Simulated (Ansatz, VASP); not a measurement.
# Two plane-wave programs on Cd3HgS4

```
Cd Hg S
1.0
    -2.97151    2.97151    5.94349
     2.97151   -2.97151    5.94349
     2.97151    2.97151   -5.94349
Cd Hg S
3 1 4
Direct
  0.00000 0.00000 0.00000
  0.25000 0.75000 0.50000
  0.75000 0.25000 0.50000
  0.50000 0.50000 0.00000
  0.87827 0.87827 0.50433
  0.37394 0.37394 0.49567
  0.12173 0.62606 0.00000
  0.62606 0.12173 0.00000
```

Alike in both runs: functional PBE; k mesh 4 × 4 × 4; occupations gaussian, width 0.1 eV; no spin polarisation.

Ansatz relaxed the structure, and its values are those at the end. VASP's run is a single point on that final structure, the one shown.

|  | VASP | Ansatz |
| --- | --- | --- |
| version | VASP 6.6.1 | Ansatz 0.2.0 |
| potentials or method | VASP PAW PBE potentials, release 64 (Cd, Hg, S), cutoff 520 eV | scalar-relativistic, plane waves, PAW |
| valence electrons in the cell | 72 | 104 |

|  | VASP | Ansatz | Ansatz less VASP |
| --- | --- | --- | --- |
| gap on the k mesh at the Fermi level (eV) | 0.63 | 0.62 | -0.001 |
| least direct gap on the mesh (eV) | 0.63 | 0.62 | -0.001 |
| pressure (GPa) | 0.3 | 0.0 | -0.31 |
| rms of the force components (eV/Å) | 0.006 | 0.006 | -0.0007 |

VASP's potentials hold 72 valence electrons a cell and Ansatz's 104, so a difference there can come from the potentials and not from the codes.

Neither program's run includes spin-orbit coupling.
